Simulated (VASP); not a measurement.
Write the native input for VASP 6.6.1 that does the following.

| Item | Value |
| --- | --- |
| Task | single point |
| Functional | PBEsol |
| Potentials or basis | VASP PAW PBE potentials, release 64 (Ag) |
| Cutoff | 500 eV |
| k mesh | 12 × 12 × 14 |
| Occupations | gaussian, width 0.15 eV |
| Spin | no spin polarisation |
| Dipole correction | no |
| Further INCAR settings | ALGO = Normal; EDIFF = 1e-06; NBANDS = 18 |

The structure of Ag lies in POSCAR:

```
Ag
1.0
    0.0000000000     -2.0272070349     -2.0272070349
   -2.0272070349      0.0000000000     -2.0272070349
    2.0272070349      2.0272070349     -4.0544140698
Ag
2
Direct
    0.5005025678      0.4994208694      0.5000215253
   -0.0005025678      0.0005791306     -0.0000215253
```

The input as run:

INCAR

```
SYSTEM = Ag
PREC     = Accurate       ! precision mode
ENCUT    = 500            ! plane-wave cutoff, eV
EDIFF    = 1E-6           ! SCF threshold, eV
ISMEAR   = 0              ! smearing method
SIGMA    = 0.15           ! smearing width, eV
LREAL    = .False.        ! projectors in reciprocal space
LASPH    = .True.         ! aspherical terms in the spheres
NELM     = 120            ! most SCF steps
ALGO     = Normal         ! electronic algorithm
ISIF     = 2              ! what is computed and relaxed
LWAVE    = .False.        ! write WAVECAR
LCHARG   = .True.         ! write CHGCAR
GGA      = PS             ! functional
LELF     = .True.         ! ELF
LVHAR    = .True.       
NBANDS   = 18             ! bands
GGA_COMPAT= .False.
```

KPOINTS

```
Automatic mesh
0
Gamma
  12 12 14
  0 0 0
```

Potentials or basis: VASP PAW PBE potentials, release 64 (Ag).

Launch:

```sh
$ cat potpaw_PBE.64/Ag/POTCAR > POTCAR
$ mpirun -np 1 vasp_std > vasp.out
```

It gave:

The pressure is -0.2 GPa. The largest force is 0.004 eV/Å. The band gap on the k mesh is zero (bands 11 and 12 overlap by 6.99 eV).

Caveat: the PAW data sets were made with another functional, which shifts forces and pressure a little.

Run time: 10 min on 1 thread of Oxide Virtual Turin-like Processor (shared host), peak memory 0.5 GiB.
